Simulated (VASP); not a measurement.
Wanted: the native input for a VASP 6.6.1 run.

```yaml
Task: single point
Functional: PBEsol
Potentials_or_basis: VASP PAW PBE potentials, release 64 (K_sv, Cl)
Cutoff: 520 eV
k_mesh: 8 × 8 × 8
Occupations: gaussian, width 0.01 eV
Spin: no spin polarisation
Dipole_correction: no
Further_INCAR_settings: ALGO = Normal; EDIFF = 1e-06; NBANDS = 15
```

The structure of KCl lies in POSCAR:

```
KCl
1.0
    0.0000000000      3.1212780651      3.1212780651
    3.1212780651      0.0000000000      3.1212780651
    3.1212780651      3.1212780651      0.0000000000
K Cl
1 1
Direct
    0.0016019079      0.0016019079      0.0016019079
    0.5000000000      0.5000000000      0.5000000000
```

This cell differs from its parent crystal: 0.01, 0.01] A.

The input as run:

INCAR

```
  ALGO = Normal
  EDIFF = 1E-6
  ENCUT = 520
  GGA = PS
  ISIF = 2
  ISMEAR = 0
  LASPH = True
  LCHARG = False
  LREAL = False
  LWAVE = False
  NBANDS = 15
  NELM = 100
  PREC = Accurate
  SIGMA = 0.01
```

KPOINTS

```
k-points
0
Gamma
  8 8 8
```

Potentials or basis: VASP PAW PBE potentials, release 64 (K_sv, Cl).

The run is started by

```console
$ cat potpaw_PBE.64/K_sv/POTCAR potpaw_PBE.64/Cl/POTCAR > POTCAR
$ mpirun -np 1 vasp_std > vasp.out
```

It gave:

```yaml
Pressure: 0.1 GPa
Largest_force: 0.023 eV/Å
Band_gap_on_the_k_mesh: 5.10 eV
```

Caveat: the cell differs from its parent crystal (0.01, 0.01] A); the PAW data sets were made with another functional, which shifts forces and pressure a little.

Run time: 44 s on 1 thread of AMD EPYC 9R45 96-Core Processor (Zen 5), on a shared host, peak memory 0.2 GiB.
